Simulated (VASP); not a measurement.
# ZnO (P6_3mc) in VASP: single point with PBE

Aim: the single point of ZnO with PBE.

Everything below comes from runs of VASP 6.6.1. Logs are shortened: lines on timing, memory, paths and dates and some standing lists are left out, and cuts for length are marked.

**Experimental background.**

“Electronic structure of alkaline earth and post-transition metal oxides”, 2009, arxiv:0908.1581 quotes, for a bulk crystal of ZnO: band gap 3.37 eV.

How close the calculation comes is told below.

## 1. The cell of the first run

The structure is hexagonal, space group P6_3mc (No. 186). Conventional cell: a = 3.279 Å, b = 3.279 Å, c = 5.293 Å, α = 90.00°, β = 90.00°, γ = 120.00°. Within 2.6 Å of Zn (site symmetry 3m) lie 4 O at 2.00 to 2.01 Å. Within 2.6 Å of O (site symmetry 3m) lie 4 Zn at 2.00 to 2.01 Å.

## 2. Single point, PBE

Input file INCAR:

```
SYSTEM = ZnO
  ALGO = Normal
  EDIFF = 1E-6
  ENCUT = 520
  GGA = PE
  ISIF = 2
  ISMEAR = 0
  LASPH = .True.
  LCHARG = .False.
  LREAL = .False.
  LWAVE = .False.
  NBANDS = 26
  NELM = 100
  PREC = Accurate
  SIGMA = 0.05
```

Input file KPOINTS:

```
k-points
0
Gamma
  12 12 6
  0 0 0
```

Input file POSCAR:

```
ZnO
1.0
    3.2794753195      0.0000000000      0.0000000000
   -1.6397376597      2.8401089378      0.0000000000
    0.0000000000      0.0000000000      5.2931304705
Zn O
2 2
Direct
    0.3333333333      0.6666666667      0.0015026883
    0.6666666667      0.3333333333      0.5015026883
    0.3333333333      0.6666666667      0.3805973117
    0.6666666667      0.3333333333      0.8805973117
```

Potentials or basis: VASP PAW PBE potentials, release 64 (Zn, O).

Run with:

```sh
$ cat potpaw_PBE.64/Zn/POTCAR potpaw_PBE.64/O/POTCAR > POTCAR
$ mpirun -np 1 vasp_std > vasp.out
```

OUTCAR:

```text
SYSTEM = ZnO
   EDIFF = 1E-6
   ENCUT = 520
   GGA = PE
   ISIF = 2
   ISMEAR = 0
   LASPH = .True.
   LREAL = .False.
   NELM = 100
   PREC = Accurate

 ion  position               nearest neighbor table
   1  0.333  0.667  0.002-   4 2.00   4 2.00   4 2.00   3 2.01
   2  0.667  0.333  0.502-   3 2.00   3 2.00   3 2.00   4 2.01
   3  0.333  0.667  0.381-   2 2.00   2 2.00   2 2.00   1 2.01
   4  0.667  0.333  0.881-   1 2.00   1 2.00   1 2.00   2 2.01

  LATTYP: Found a hexagonal cell.
 ALAT       =     3.2794753195
 C/A-ratio  =     1.6140174738

  Lattice vectors:

 A1 = (   3.2794753195,   0.0000000000,   0.0000000000)
 A2 = (  -1.6397376597,   2.8401089378,   0.0000000000)
 A3 = (   0.0000000000,   0.0000000000,   5.2931304705)

Analysis of symmetry for initial positions (statically):
=====================================================================
 Subroutine PRICEL returns:
 Original cell was already a primitive cell.

 Routine SETGRP: Setting up the symmetry group for a
 hexagonal supercell.

 Subroutine GETGRP returns: Found 12 space group operations
 (whereof  6 operations were pure point group operations)
 out of a pool of 24 trial point group operations.

The static configuration has the point symmetry C_3v.
 The point group associated with its full space group is C_6v.

Analysis of symmetry for dynamics (positions and initial velocities):
=====================================================================
 Subroutine PRICEL returns:
 Original cell was already a primitive cell.

 Routine SETGRP: Setting up the symmetry group for a
 hexagonal supercell.

 Subroutine GETGRP returns: Found 12 space group operations
 (whereof  6 operations were pure point group operations)
 out of a pool of 24 trial point group operations.

The dynamic configuration has the point symmetry C_3v.
 The point group associated with its full space group is C_6v.

 Subroutine INISYM returns: Found 12 space group operations
 (whereof  6 operations are pure point group operations),
 and found     1 'primitive' translations

----------------------------------------------------------------------------------------

                                     Primitive cell

  volume of cell :      49.3006

  direct lattice vectors                    reciprocal lattice vectors
     3.279475319  0.000000000  0.000000000     0.304926826  0.176049585  0.000000000
    -1.639737660  2.840108938  0.000000000     0.000000000  0.352099170  0.000000000
     0.000000000  0.000000000  5.293130471     0.000000000  0.000000000  0.188924117

  length of vectors
     3.279475319  3.279475320  5.293130471     0.352099170  0.352099170  0.188924117

  position of ions in fractional coordinates (direct lattice)
     0.333333333  0.666666667  0.001502688
     0.666666667  0.333333333  0.501502688
     0.333333333  0.666666667  0.380597312
     0.666666667  0.333333333  0.880597312

  ion indices of the primitive-cell ions
   primitive index   ion index
                 1           1
                 2           2
                 3           3
                 4           4

----------------------------------------------------------------------------------------

 KPOINTS: k-points

Automatic generation of k-mesh.
 Grid dimensions read from file:
 generate k-points for:   12   12    6

 Generating k-lattice:

  Cartesian coordinates                     Fractional coordinates (reciprocal lattice)
     0.025410569  0.014670799  0.000000000     0.083333333  0.000000000  0.000000000
     0.000000000  0.029341598  0.000000000     0.000000000  0.083333333  0.000000000
     0.000000000  0.000000000  0.031487353     0.000000000  0.000000000  0.166666667

  Length of vectors
     0.029341598  0.029341598  0.031487353

  Shift w.r.t. Gamma in fractional coordinates (k-lattice)
     0.000000000  0.000000000  0.000000000

 Subroutine IBZKPT returns following result:
 ===========================================

 Found     76 irreducible k-points:

 Following reciprocal coordinates:
            Coordinates               Weight
  0.000000  0.000000  0.000000      1.000000
  0.083333  0.000000  0.000000      6.000000
  0.166667  0.000000  0.000000      6.000000
  0.250000  0.000000  0.000000      6.000000
  0.333333  0.000000  0.000000      6.000000
  0.416667 -0.000000  0.000000      6.000000
[... 16 lines left out ...]
  0.250000  0.000000  0.166667     12.000000
  0.333333  0.000000  0.166667     12.000000
 [... further k-points ...]
   k-points           NKPTS =     76   k-points in BZ     NKDIM =     76   number of bands    NBANDS=     26
   number of dos      NEDOS =    301   number of ions     NIONS =      4
   total plane-waves  NPLWV =  23040
   dimension x,y,z NGX =    24 NGY =   24 NGZ =   40
   dimension x,y,z NGXF=    48 NGYF=   48 NGZF=   80
   ions per type =               2   2
   NGX,Y,Z   is equivalent  to a cutoff of  12.17, 12.17, 12.56 a.u.
   NGXF,Y,Z  is equivalent  to a cutoff of  24.33, 24.33, 25.13 a.u.
 SYSTEM =  ZnO
   PREC   = accura    normal or accurate (medium, high low for compatibility)
   ISTART =      0    job   : 0-new  1-cont  2-samecut
   ICHARG =      2    charge: 1-file 2-atom 10-const
   ISPIN  =      1    spin polarized calculation?
   LNONCOLLINEAR =      F non collinear calculations
   LSORBIT =      F    spin-orbit coupling
   LASPH  =      T    aspherical Exc in radial PAW
   ENCUT  =  520.0 eV  38.22 Ry    6.18 a.u.   6.10  6.10  9.84*2*pi/ulx,y,z
   NELM   =    100;   NELMIN=  2; NELMDL= -5     # of ELM steps
   EDIFF  = 0.1E-05   stopping-criterion for ELM
   LREAL  =      F    real-space projection
   EDIFFG = 0.1E-04   stopping-criterion for IOM
   NSW    =      0    number of steps for IOM
   IBRION =     -1    ionic relax: 0-MD 1-quasi-New 2-CG
   NFREE  =      0    steps in history (QN), initial steepest desc. (CG)
   ISIF   =      2    stress and relaxation
   ISYM   =      2    0-nonsym 1-usesym 2-fastsym
   POTIM  = 0.5000    time-step for ionic-motion
   TEBEG  =    0.0;   TEEND  =   0.0 temperature during run
   PSTRESS=    0.0 pullay stress
   NELECT =      36.0000    total number of electrons
   NUPDOWN=      -1.0000    fix difference up-down
   EMIN   =  10.00;   EMAX   =-10.00  energy-range for DOS
   EFERMI =   0.00;   METHOD = LEGACY
   ISMEAR =     0;   SIGMA  =   0.05  broadening in eV -4-tet -1-fermi 0-gaus
   EFERMI_NEDOS =   21; number of points for ismear=-14 and -15
   IALGO  =     38    algorithm
   IMIX   =      4    mixing-type and parameters
     AMIX     =   0.40;   BMIX     =  1.00
     AMIX_MAG =   1.60;   BMIX_MAG =  1.00
  volume/ion in A,a.u.               =      12.33        83.17
  Fermi-wavevector in a.u.,A,eV,Ry     =   1.474207  2.785846 29.569338  2.173285
  Thomas-Fermi vector in A             =   2.589006
   LORBIT       =      0    0 simple, 1 ext, 2 COOP (PROOUT), +10 PAW based schemes
   GGA     = PE    functional components
   LHFCALC =     F    Hartree Fock is set to
   AEXX    =    0.0000 exact exchange contribution
   IVDW    =     0    specifies the selected vdW correction
   LEPSILON=     F    determine dielectric tensor
   LRPA    =     F    only Hartree local field effects (RPA)
 non-spin polarized calculation
 Gauss-broadening in eV      SIGMA  =   0.05
  energy-cutoff  :      520.00
  volume of cell :       49.30
 maximum number of plane-waves:      1350
   NGX = 13   NGY = 13   NGZ = 19

 number of electron      36.0000038 magnetization

 Free energy of the ion-electron system (eV)
  ---------------------------------------------------
  ext. energy  EPLUGINS =         0.00000000
  ---------------------------------------------------
  free energy    TOTEN  =       -17.86096026 eV

  energy without entropy =      -17.86096026  energy(sigma->0) =      -17.86096026

 E-fermi :   1.1171     XC(G=0): -10.7257

 val. band max:        0.8954276397   @ k =   0.0000   0.0000   0.0000
 cond. band min:       1.6233775647   @ k =   0.0000   0.0000   0.0000
 fundamental gap:      0.7279499250
 Fermi energy:         1.1171018619

 k-point     1 :       0.0000    0.0000    0.0000
  band No.  band energies     occupation
      1     -16.9231      2.00000
      2     -16.2556      2.00000
      3      -4.6418      2.00000
      4      -4.6418      2.00000
      5      -4.6021      2.00000
      6      -4.4874      2.00000
[... 18 lines left out ...]
     25      14.8271      0.00000
     26      14.8271      0.00000

 k-point     2 :       0.0833    0.0000    0.0000
  band No.  band energies     occupation
      1     -16.8873      2.00000
      2     -16.2396      2.00000
      3      -4.6820      2.00000
      4      -4.6206      2.00000
      5      -4.5777      2.00000
      6      -4.4696      2.00000
[... 18 lines left out ...]
     25      14.7570      0.00000
     26      14.9120      0.00000

 k-point     3 :       0.1667    0.0000    0.0000
  band No.  band energies     occupation
      1     -16.7864      2.00000
      2     -16.1969      2.00000
      3      -4.7734      2.00000
      4      -4.5649      2.00000
      5      -4.5412      2.00000
      6      -4.4589      2.00000
[... 18 lines left out ...]
     25      14.7265      0.00000
     26      14.9961      0.00000

 k-point     4 :       0.2500    0.0000    0.0000
  band No.  band energies     occupation
      1     -16.6404      2.00000
      2     -16.1429      2.00000
      3      -4.8647      2.00000
      4      -4.5497      2.00000
      5      -4.4967      2.00000
      6      -4.3730      2.00000
[... 18 lines left out ...]
     25      14.0576      0.00000
     26      14.8608      0.00000
[... 496 lines left out ...]
      1     -16.7481      2.00000
      2     -16.2375      2.00000
      3      -4.8014      2.00000
      4      -4.6122      2.00000
      5      -4.5554      2.00000
      6      -4.5019      2.00000
[... 18 lines left out ...]
     25      13.9287      0.00000
     26      14.8011      0.00000

 k-point    23 :       0.2500    0.0000    0.1667
  band No.  band energies     occupation
      1     -16.6073      2.00000
      2     -16.1762      2.00000
      3      -4.8921      2.00000
      4      -4.6330      2.00000
      5      -4.4830      2.00000
      6      -4.3964      2.00000
[... 18 lines left out ...]
     25      14.0604      0.00000
     26      14.7378      0.00000

 k-point    24 :       0.3333    0.0000    0.1667
  band No.  band energies     occupation
      1     -16.4536      2.00000
      2     -16.1229      2.00000
      3      -4.9325      2.00000
      4      -4.6601      2.00000
      5      -4.4219      2.00000
      6      -4.2646      2.00000
[... 18 lines left out ...]
     25      14.1267      0.00000
     26      14.6827      0.00000

 [... further k-points ...]

------------------------ aborting loop because EDIFF is reached ----------------------------------------

  FORCE on cell =-STRESS in cart. coord.  units (eV):
  Direction    XX          YY          ZZ          XY          YZ          ZX
  --------------------------------------------------------------------------------------
  -------------------------------------------------------------------------------------
  Total        0.2773280      0.2773280      0.2799637      0.0000000      0.0000000      0.0000000
  in kB        9.0126480      9.0126480      9.0983030      0.0000000      0.0000000      0.0000000
  external PRESSURE =       9.0411997 kB  Pullay stress =       0.0000000 kB

 VOLUME and BASIS-vectors are now :
 -----------------------------------------------------------------------------
  energy-cutoff  :      520.00
  volume of cell :       49.30
      direct lattice vectors                 reciprocal lattice vectors
     3.279475319  0.000000000  0.000000000     0.304926826  0.176049585  0.000000000
    -1.639737660  2.840108938  0.000000000     0.000000000  0.352099170  0.000000000
     0.000000000  0.000000000  5.293130471     0.000000000  0.000000000  0.188924117

 POSITION                                       TOTAL-FORCE (eV/Angst)
 -----------------------------------------------------------------------------------
     -0.00000      1.89341      0.00795        -0.000000     -0.000000      0.000715
      1.63974      0.94670      2.65452         0.000000      0.000000      0.000715
     -0.00000      1.89341      2.01455         0.000000      0.000000     -0.000715
      1.63974      0.94670      4.66112        -0.000000     -0.000000     -0.000715
 -----------------------------------------------------------------------------------
    total drift:                               -0.000001     -0.000001     -0.001471

  FREE ENERGIE OF THE ION-ELECTRON SYSTEM (eV)
  ---------------------------------------------------
  free  energy   TOTEN  =       -17.8609602601 eV

  energy  without entropy=      -17.8609602601  energy(sigma->0) =      -17.86096026
```

It took 47 s on 1 thread of Intel Xeon Platinum 8375C at 2.90GHz (Ice Lake), shared host; peak memory 0.21 GiB.

Results:

* Free energy: -17.8610 eV
* Pressure: 0.9 GPa
* Band gap on the k mesh: 0.73 eV, direct

Levels at points of the mesh, in eV from the valence-band top:
```
           k point  band 16  band 17  band 18  band 19  band 20  band 21
(0.00, 0.00, 0.00)    -0.08     0.00     0.00     0.73     5.09     8.07
(0.50, 0.00, 0.00)    -2.15    -1.23    -0.79     5.62     6.82     7.53
(0.00, 0.00, 0.50)    -0.37    -0.37    -0.37     3.36     3.36     9.91
(0.50, 0.00, 0.50)    -1.43    -1.32    -1.32     5.64     5.64     8.23
```

## 3. Against experiment

Step 2. Against the measured gap of ZnO, 3.37 eV (quoted in “Electronic structure of alkaline earth and post-transition metal oxides”, 2009, arxiv:0908.1581), the calculated 0.73 eV is off by -2.64 eV. So large a miss can be the level of theory's own, or it may mean another phase, state or a wrong row. The value is that of PBE, without temperature or zero-point motion. Semilocal functionals fall short of measured gaps as a rule.
